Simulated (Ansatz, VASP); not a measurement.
**One calculation of WS2, two programs**

The input POSCAR:

```
WS2
1.0
    3.1814117282      0.0000000000      0.0000000000
   -1.5907058641      2.7551833765      0.0000000000
    0.0000000000      0.0000000000     23.6881463475
W S
2 4
Direct
    0.3333333333      0.6666666667      0.6379434935
    0.6666666667      0.3333333333      0.3620565065
    0.3333333333      0.6666666667      0.2999363403
    0.6666666667      0.3333333333      0.5757976529
    0.3333333333      0.6666666667      0.4315900083
    0.6666666667      0.3333333333      0.7074513209
```

INCAR.step1

```
SYSTEM = WS2
ALGO     = Normal         ! electronic algorithm
EDIFF    = 1E-4           ! SCF threshold, eV
ENCUT    = 520            ! plane-wave cutoff, eV
GGA      = PE             ! functional
ISMEAR   = 0              ! smearing method
LASPH    = .True.         ! aspherical terms in the spheres
LCHARG   = .False.        ! write CHGCAR
LREAL    = .False.        ! projectors in reciprocal space
LWAVE    = .True.         ! write WAVECAR
NBANDS   = 35             ! bands
NELM     = 60             ! most SCF steps
PREC     = Accurate       ! precision mode
SIGMA    = 0.05           ! smearing width, eV
```

INCAR.step2

```
SYSTEM = WS2
ALGO     = Normal         ! electronic algorithm
EDIFF    = 1E-7           ! SCF threshold, eV
ENCUT    = 520            ! plane-wave cutoff, eV
ISIF     = 2              ! what is computed and relaxed
ISMEAR   = 0              ! smearing method
ISTART   = 1            
LASPH    = .True.         ! aspherical terms in the spheres
LCHARG   = .False.        ! write CHGCAR
LMIXTAU  = .True.       
LREAL    = .False.        ! projectors in reciprocal space
LWAVE    = .False.        ! write WAVECAR
METAGGA  = R2SCAN         ! meta-GGA
NBANDS   = 35             ! bands
NELM     = 60             ! most SCF steps
PREC     = Accurate       ! precision mode
SIGMA    = 0.05           ! smearing width, eV
```

KPOINTS

```
k-points
0
Gamma
  12 12 2
  0 0 0
```

Input for Ansatz:

```yaml
crystal:
  lattice:
    - [3.1814117282, 0.0, 0.0]
    - [-1.5907058641, 2.7551833765, 0.0]
    - [0.0, 0.0, 23.6881463475]
  atoms:
    - { symbol: W, position: [0.3333333333, 0.6666666667, 0.6379434935] }
    - { symbol: W, position: [0.6666666667, 0.3333333333, 0.3620565065] }
    - { symbol: S, position: [0.3333333333, 0.6666666667, 0.2999363403] }
    - { symbol: S, position: [0.6666666667, 0.3333333333, 0.5757976529] }
    - { symbol: S, position: [0.3333333333, 0.6666666667, 0.4315900083] }
    - { symbol: S, position: [0.6666666667, 0.3333333333, 0.7074513209] }
basis:
  ecutwfc: 500
kpoints:
  mp_grid: { grid: [12, 12, 2] }
hamiltonian:
  xc: r2scan
scf:
  occupations: { method: gaussian, width: 0.05 }
output:
  forces: true
  stress: true
  eigenvalues: true
  write_density: true
  write_potential: true
  elf: true
  volumetric_format: npy
```

Change from the starting cell: all S atoms moved +0.087 Å, as atom 3 along Cartesian [0 0 1].

Alike in both runs: task single point; functional r2SCAN; k mesh 12 × 12 × 2; occupations gaussian, width 0.05 eV; no spin polarisation.

|  | VASP | Ansatz |
| --- | --- | --- |
| version | VASP 6.6.1 | Ansatz 0.2.0 |
| potentials or method | VASP PAW PBE potentials, release 64 (W_sv, S), cutoff 520 eV | scalar-relativistic, plane waves, PAW |
| valence electrons in the cell | 52 | 52 |

|  | VASP | Ansatz | Ansatz less VASP |
| --- | --- | --- | --- |
| gap on the k mesh at the Fermi level (eV) | 1.43 | 1.41 | -0.020 |
| least direct gap on the mesh (eV) | 1.85 | 1.84 | -0.008 |
| rms of the force components (eV/Å) | 1.190 | 1.190 | +0.0002 |

VASP's potentials were made for PBE, not for r2SCAN. Atom by atom the forces differ by 0.010 eV/Å (rms over components). Ansatz's warnings: xc potential rough in thin density.

Neither program's run includes spin-orbit coupling.
